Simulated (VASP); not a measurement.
# Al2Cu in VASP: further runs

Al2Cu is run at these levels: LDA; tasks: relaxation of cell and atoms.

All numbers are computed with VASP 6.6.1; they aren't measurements. Logs are shortened: lines on timing, memory, paths and dates and some standing lists are left out, and cuts for length are marked.

## 1. The cell of the first run

The typed cell holds 3 atoms: a = 4.010 Å, b = 4.010 Å, c = 4.010 Å, α = 120.00°, β = 120.00°, γ = 90.00°.

## 2. Relaxation of cell and atoms, LDA

INCAR reads:

```
SYSTEM = Al2Cu
PREC = Accurate
ENCUT = 600
EDIFF = 1E-6
ISMEAR = -1
SIGMA = 0.15
LREAL = .FALSE.
LASPH = .TRUE.
NELM = 60
ALGO = Fast
ISIF = 3
LWAVE = .FALSE.
LCHARG = .FALSE.
GGA = CA
IBRION = 2
NSW = 80
EDIFFG = -0.001
```

KPOINTS reads:

```
regular mesh
0
G
  14 14 14
  0 0 0
```

POSCAR reads:

```
Al2Cu
1.0
   -2.0047941004      2.0047941004      2.8351093499
    2.0047941004     -2.0047941004      2.8351093499
    2.0047941004      2.0047941004     -2.8351093499
Al Cu
2 1
Direct
    0.7500000000      0.2500000000      0.5000000000
    0.2500000000      0.7500000000      0.5000000000
    0.5000000000      0.5000000000      0.0000000000
```

Potentials or basis: VASP PAW LDA potentials, release 64 (Al, Cu).

On the command line:

```
> cat potpaw_LDA.64/Al/POTCAR potpaw_LDA.64/Cu/POTCAR > POTCAR
> mpirun -np 1 vasp_std > vasp.out
```

OUTCAR:

```text
SYSTEM = Al2Cu
   PREC = Accurate
   ENCUT = 600
   EDIFF = 1E-6
   ISMEAR = -1
   LREAL = .FALSE.
   LASPH = .TRUE.
   NELM = 60
   ISIF = 3
   GGA = CA
   IBRION = 2
   NSW = 80
   EDIFFG = -0.001

 ion  position               nearest neighbor table
   1  0.750  0.250  0.500-   3 2.46   3 2.46   3 2.46   3 2.46   2 2.84   2 2.84   2 2.84   2 2.84
                             2 2.84   2 2.84
   2  0.250  0.750  0.500-   3 2.46   3 2.46   3 2.46   3 2.46   1 2.84   1 2.84   1 2.84   1 2.84
                             1 2.84   1 2.84
   3  0.500  0.500  0.000-   2 2.46   1 2.46   1 2.46   2 2.46   1 2.46   2 2.46   2 2.46   1 2.46

  LATTYP: Found a body centered tetragonal cell.
 ALAT       =     4.0095882008
 C/A-ratio  =     1.4141648508

  Lattice vectors:

 A1 = (  -2.0047941004,   2.0047941004,   2.8351093499)
 A2 = (   2.0047941004,  -2.0047941004,   2.8351093499)
 A3 = (   2.0047941004,   2.0047941004,  -2.8351093499)

Analysis of symmetry for initial positions (statically):
=====================================================================
 Subroutine PRICEL returns:
 Original cell was already a primitive cell.

 Routine SETGRP: Setting up the symmetry group for a
 body centered tetragonal supercell.

 Subroutine GETGRP returns: Found 16 space group operations
 (whereof 16 operations were pure point group operations)
 out of a pool of 16 trial point group operations.

The static configuration has the point symmetry D_4h.

Analysis of symmetry for dynamics (positions and initial velocities):
=====================================================================
 Subroutine PRICEL returns:
 Original cell was already a primitive cell.

 Routine SETGRP: Setting up the symmetry group for a
 body centered tetragonal supercell.

 Subroutine GETGRP returns: Found 16 space group operations
 (whereof 16 operations were pure point group operations)
 out of a pool of 16 trial point group operations.

The dynamic configuration has the point symmetry D_4h.

 Subroutine INISYM returns: Found 16 space group operations
 (whereof 16 operations are pure point group operations),
 and found     1 'primitive' translations

----------------------------------------------------------------------------------------

                                     Primitive cell

  volume of cell :      45.5795

  direct lattice vectors                    reciprocal lattice vectors
    -2.004794100  2.004794100  2.835109350     0.000000000  0.249402170  0.176360041
     2.004794100 -2.004794100  2.835109350     0.249402170  0.000000000  0.176360041
     2.004794100  2.004794100 -2.835109350     0.249402170  0.249402170  0.000000000

  length of vectors
     4.009519148  4.009519148  4.009519148     0.305457536  0.305457536  0.352707932

  position of ions in fractional coordinates (direct lattice)
     0.750000000  0.250000000  0.500000000
     0.250000000  0.750000000  0.500000000
     0.500000000  0.500000000  0.000000000

  ion indices of the primitive-cell ions
   primitive index   ion index
                 1           1
                 2           2
                 3           3

----------------------------------------------------------------------------------------

 KPOINTS: regular mesh

Automatic generation of k-mesh.
 Grid dimensions read from file:
 generate k-points for:   14   14   14

 Generating k-lattice:

  Cartesian coordinates                     Fractional coordinates (reciprocal lattice)
     0.000000000  0.017814441  0.012597146     0.071428571  0.000000000 -0.000000000
     0.017814441  0.000000000  0.012597146     0.000000000  0.071428571 -0.000000000
     0.017814441  0.017814441  0.000000000     0.000000000  0.000000000  0.071428571

  Length of vectors
     0.021818395  0.021818395  0.025193424

  Shift w.r.t. Gamma in fractional coordinates (k-lattice)
     0.000000000  0.000000000  0.000000000

 Subroutine IBZKPT returns following result:
 ===========================================

 Found    244 irreducible k-points:

 Following reciprocal coordinates:
            Coordinates               Weight
  0.000000  0.000000  0.000000      1.000000
  0.071429  0.000000  0.000000      8.000000
  0.142857 -0.000000  0.000000      8.000000
  0.214286 -0.000000  0.000000      8.000000
  0.285714  0.000000  0.000000      8.000000
  0.357143 -0.000000  0.000000      8.000000
[... 16 lines left out ...]
  0.214286  0.142857  0.000000     16.000000
  0.285714  0.142857  0.000000     16.000000
 [... further k-points ...]
   k-points           NKPTS =    244   k-points in BZ     NKDIM =    244   number of bands    NBANDS=     12
   number of dos      NEDOS =    301   number of ions     NIONS =      3
   total plane-waves  NPLWV =  32768
   dimension x,y,z NGX =    32 NGY =   32 NGZ =   32
   dimension x,y,z NGXF=    64 NGYF=   64 NGZF=   64
   ions per type =               2   1
   NGX,Y,Z   is equivalent  to a cutoff of  13.27, 13.27, 13.27 a.u.
   NGXF,Y,Z  is equivalent  to a cutoff of  26.54, 26.54, 26.54 a.u.
 SYSTEM =  Al2Cu
   PREC   = accura    normal or accurate (medium, high low for compatibility)
   ISTART =      0    job   : 0-new  1-cont  2-samecut
   ICHARG =      2    charge: 1-file 2-atom 10-const
   ISPIN  =      1    spin polarized calculation?
   LNONCOLLINEAR =      F non collinear calculations
   LSORBIT =      F    spin-orbit coupling
   LASPH  =      T    aspherical Exc in radial PAW
   ENCUT  =  600.0 eV  44.10 Ry    6.64 a.u.   8.01  8.01  8.01*2*pi/ulx,y,z
   NELM   =     60;   NELMIN=  2; NELMDL= -5     # of ELM steps
   EDIFF  = 0.1E-05   stopping-criterion for ELM
   LREAL  =      F    real-space projection
   EDIFFG = -.1E-02   stopping-criterion for IOM
   NSW    =     80    number of steps for IOM
   IBRION =      2    ionic relax: 0-MD 1-quasi-New 2-CG
   NFREE  =      1    steps in history (QN), initial steepest desc. (CG)
   ISIF   =      3    stress and relaxation
   ISYM   =      2    0-nonsym 1-usesym 2-fastsym
   POTIM  = 0.5000    time-step for ionic-motion
   TEBEG  =    0.0;   TEEND  =   0.0 temperature during run
   PSTRESS=    0.0 pullay stress
   NELECT =      17.0000    total number of electrons
   NUPDOWN=      -1.0000    fix difference up-down
   EMIN   =  10.00;   EMAX   =-10.00  energy-range for DOS
   EFERMI =   0.00;   METHOD = LEGACY
   ISMEAR =    -1;   SIGMA  =   0.15  broadening in eV -4-tet -1-fermi 0-gaus
   EFERMI_NEDOS =   21; number of points for ismear=-14 and -15
   IALGO  =     68    algorithm
   IMIX   =      4    mixing-type and parameters
     AMIX     =   0.40;   BMIX     =  1.00
     AMIX_MAG =   1.60;   BMIX_MAG =  1.00
  volume/ion in A,a.u.               =      15.19       102.53
  Fermi-wavevector in a.u.,A,eV,Ry     =   1.178423  2.226897 18.894161  1.388682
  Thomas-Fermi vector in A             =   2.314753
   LORBIT       =      0    0 simple, 1 ext, 2 COOP (PROOUT), +10 PAW based schemes
   GGA     = CA    functional components
   LHFCALC =     F    Hartree Fock is set to
   AEXX    =    0.0000 exact exchange contribution
   IVDW    =     0    specifies the selected vdW correction
   LEPSILON=     F    determine dielectric tensor
   LRPA    =     F    only Hartree local field effects (RPA)
 conjugate gradient relaxation of ions
 non-spin polarized calculation
 RMM-DIIS sequential band-by-band and
  energy-cutoff  :      600.00
  volume of cell :       45.58
 maximum number of plane-waves:      1540
   NGX = 17   NGY = 17   NGZ = 17

--------------------------------------- Ionic step        1  -------------------------------------------

 number of electron      17.0000010 magnetization

 Free energy of the ion-electron system (eV)
  ---------------------------------------------------
  ext. energy  EPLUGINS =         0.00000000
  ---------------------------------------------------
  free energy    TOTEN  =       -13.73403185 eV

  energy without entropy =      -13.67283201  energy(sigma->0) =      -13.70343193

------------------------ aborting loop because EDIFF is reached ----------------------------------------

  FORCE on cell =-STRESS in cart. coord.  units (eV):
  Direction    XX          YY          ZZ          XY          YZ          ZX
  --------------------------------------------------------------------------------------
  -------------------------------------------------------------------------------------
  Total        0.0947184      0.0947184      0.0958429      0.0000000      0.0000000      0.0000000
  in kB        3.3294742      3.3294742      3.3690004      0.0000000      0.0000000      0.0000000
  external PRESSURE =       3.3426496 kB  Pullay stress =       0.0000000 kB
[... 92 lines left out ...]
  FREE ENERGIE OF THE ION-ELECTRON SYSTEM (eV)
  ---------------------------------------------------
  free  energy   TOTEN  =       -13.7342410829 eV

  energy  without entropy=      -13.6728841762  energy(sigma->0) =      -13.70356263

[... ionic steps 4 to 15 ...]

--------------------------------------- Ionic step       16  -------------------------------------------

 number of electron      17.0000011 magnetization

------------------------ aborting loop because EDIFF is reached ----------------------------------------
[... 69 lines left out ...]
--------------------------------------- Ionic step       18  -------------------------------------------

 number of electron      17.0000011 magnetization

 Free energy of the ion-electron system (eV)
  ---------------------------------------------------
  ext. energy  EPLUGINS =         0.00000000
  ---------------------------------------------------
  free energy    TOTEN  =       -13.73423594 eV

  energy without entropy =      -13.67289666  energy(sigma->0) =      -13.70356630

 E-fermi :   7.2674     XC(G=0): -10.8453

 val. band max:        7.2475816729   @ k =  -0.2857   0.1429   0.0000
 cond. band min:       7.2960113848   @ k =   0.1429  -0.0000   0.0000
 fundamental gap:      0.0484297119
 Fermi energy:         7.2674496233

 k-point     1 :       0.0000    0.0000    0.0000
  band No.  band energies     occupation
      1      -3.1923      2.00000
      2       2.4633      2.00000
      3       2.4633      2.00000
      4       2.4633      2.00000
      5       3.0488      2.00000
      6       3.0488      2.00000
      7      10.1880      0.00000
      8      10.1880      0.00000
      9      10.1881      0.00000
     10      10.2927      0.00000
     11      10.2929      0.00000
     12      10.2929      0.00000
[... 331 lines left out ...]
 k-point    24 :       0.2857    0.1429    0.0000
  band No.  band energies     occupation
      1      -1.4609      2.00000
      2       1.8821      2.00000
      3       2.5490      2.00000
      4       2.6646      2.00000
      5       2.9894      2.00000
      6       3.1132      2.00000
      7       4.0941      2.00000
      8       6.0816      1.99926
      9       8.2230      0.00342
     10      10.3267      0.00000
     11      10.9681      0.00000
     12      12.2361      0.00000

 [... further k-points ...]
[... 5 lines left out ...]
  --------------------------------------------------------------------------------------
  -------------------------------------------------------------------------------------
  Total        0.0001026      0.0001026      0.0005289      0.0000000     -0.0000000      0.0000000
  in kB        0.0035942      0.0035942      0.0185348      0.0000000     -0.0000000      0.0000000
  external PRESSURE =       0.0085744 kB  Pullay stress =       0.0000000 kB
[... 18 lines left out ...]
  FREE ENERGIE OF THE ION-ELECTRON SYSTEM (eV)
  ---------------------------------------------------
  free  energy   TOTEN  =       -13.7342359398 eV

  energy  without entropy=      -13.6728966637  energy(sigma->0) =      -13.70356630

 reached required accuracy - stopping structural energy minimisation
```

Run time: 13 min. Hardware: 1 thread of Intel Xeon 8259CL, shared host; peak memory 0.32 GiB.

Results:

| Item | Value |
| --- | --- |
| Free energy | -13.7342 eV |
| Relaxed volume | 15.24 Å³/atom |
| Relaxed cell | a = 4.014 Å, b = 4.014 Å, c = 4.014 Å, α = 120.00°, β = 120.00°, γ = 90.00° |
| Space group after relaxing (to 0.1 Å) | Fm-3m (No. 225) |
| Energy gained by relaxing | 0.1 meV/atom |
| Ionic steps | 18 |
| Pressure after relaxing | 0.0 GPa |
| Band gap on the k mesh | zero (an odd number of electrons rules out a gap without spin polarisation) |

Step by step:
```
step  energy change (eV)  largest force (eV/Å)  pressure (GPa)  volume (Å³)
   1              0.0000                0.0000            0.33        45.58
   2             -0.0002                0.0000           -0.32        45.79
   3             -0.0002                0.0000            0.14        45.74
   4             -0.0002                0.0000           -0.22        45.75
   5             -0.0002                0.0000            0.15        45.74
   6             -0.0002                0.0000           -0.08        45.75
   7             -0.0002                0.0000            0.22        45.70
   8             -0.0002                0.0000           -0.07        45.73
   9             -0.0002                0.0000            0.18        45.73
  10             -0.0002                0.0000           -0.07        45.73
  11             -0.0002                0.0000            0.10        45.73
  12             -0.0002                0.0000           -0.26        45.73
  13             -0.0002                0.0000            0.23        45.73
  14             -0.0002                0.0000           -0.06        45.73
  15             -0.0002                0.0000            0.06        45.71
  16             -0.0002                0.0000           -0.09        45.72
  17             -0.0002                0.0000            0.17        45.71
  18             -0.0002                0.0000            0.00        45.72
```

Final structure:
```
Al Cu
1.0
    -2.00682    2.00682    2.83803
     2.00682   -2.00682    2.83803
     2.00682    2.00682   -2.83803
Al Cu
2 1
Direct
  0.75000 0.25000 0.50000
  0.25000 0.75000 0.50000
  0.50000 0.50000 0.00000
```

## 3. Relaxation of cell and atoms, LDA

This run uses another cell than the first one, of 15.67 Å³/atom.

INCAR reads:

```
  PREC = Accurate
  ENCUT = 600
  EDIFF = 1E-7
  ISMEAR = 0
  SIGMA = 0.1
  LREAL = False
  LASPH = True
  NELM = 60
  ALGO = Fast
  ISIF = 3
  LWAVE = False
  LCHARG = False
  GGA = CA
  IBRION = 2
  NSW = 100
  EDIFFG = -0.005
```

KPOINTS reads:

```
regular mesh
0
Gamma
  14 14 14
```

POSCAR reads:

```
Al2Cu
1.0
   -2.0303375000      2.0303375000      2.8510940000
    2.0303375000     -2.0303375000      2.8510940000
    2.0303375000      2.0303375000     -2.8510940000
Al Cu
2 1
Direct
    0.7500000000      0.2500000000      0.5000000000
    0.2500000000      0.7500000000      0.5000000000
    0.5000000000      0.5000000000      0.0000000000
```

Potentials or basis: VASP PAW LDA potentials, release 64 (Al, Cu).

On the command line:

```
> cat potpaw_LDA.64/Al/POTCAR potpaw_LDA.64/Cu/POTCAR > POTCAR
> mpirun -np 1 vasp_std > vasp.out
```

Wall time 14 min (1 thread of Intel Xeon 8259CL, shared host); peak memory 0.32 GiB.

It converged, with:

* Free energy: -13.7050 eV
* Relaxed volume: 15.24 Å³/atom
* Relaxed cell: a = 4.013 Å, b = 4.013 Å, c = 4.013 Å, α = 120.00°, β = 120.00°, γ = 90.00°
* Space group after relaxing (to 0.1 Å): Fm-3m (No. 225)
* Energy gained by relaxing: 4.2 meV/atom
* Ionic steps: 11
* Pressure after relaxing: 0.0 GPa
* Band gap on the k mesh: zero (an odd number of electrons rules out a gap without spin polarisation)

The path:
| step | energy change (eV) | largest force (eV/Å) | pressure (GPa) | volume (Å³) |
| --- | --- | --- | --- | --- |
| 1 | 0.0000 | 0.0000 | -2.97 | 47.01 |
| 2 | -0.0091 | 0.0000 | 1.54 | 45.06 |
| 3 | -0.0123 | 0.0000 | -0.36 | 45.71 |
| 4 | -0.0122 | 0.0000 | 0.34 | 45.58 |
| 5 | -0.0123 | 0.0000 | 0.14 | 45.64 |
| 6 | -0.0123 | 0.0000 | 0.08 | 45.67 |
| 7 | -0.0125 | 0.0000 | 0.12 | 45.67 |
| 8 | -0.0125 | 0.0000 | 0.10 | 45.67 |
| 9 | -0.0125 | 0.0000 | 0.09 | 45.67 |
| 10 | -0.0125 | 0.0000 | -0.13 | 45.74 |
| 11 | -0.0125 | 0.0000 | 0.02 | 45.71 |

Final structure:
```cif
data_structure
_symmetry_space_group_name_H-M 'P 1'
_symmetry_Int_Tables_number 1
_cell_length_a 4.0135
_cell_length_b 4.0135
_cell_length_c 4.0135
_cell_angle_alpha 120.001
_cell_angle_beta 120.001
_cell_angle_gamma 89.999
_cell_volume 45.71
loop_
_atom_site_label
_atom_site_type_symbol
_atom_site_fract_x
_atom_site_fract_y
_atom_site_fract_z
_atom_site_occupancy
Al1 Al 0.75000 0.25000 0.50000 1
Al2 Al 0.25000 0.75000 0.50000 1
Cu1 Cu 0.50000 0.50000 0.00000 1
```

Levels at points of the mesh, in eV from the Fermi level:
```csv
k point,band 7,band 8,band 9,band 10,band 11,band 12
"(0.00, 0.00, 0.00)",2.92,2.92,2.92,3.03,3.03,3.03
"(0.50, 0.00, 0.00)",-4.16,0.61,0.61,3.01,3.01,3.95
"(0.50, 0.50, 0.00)",-3.91,-2.03,-2.03,0.43,1.53,9.14
"(0.50, 0.50, 0.50)",-3.91,-2.03,-2.03,0.43,1.53,9.14
```

The gap in the log of VASP goes by the Fermi energy; the results here count the filled bands.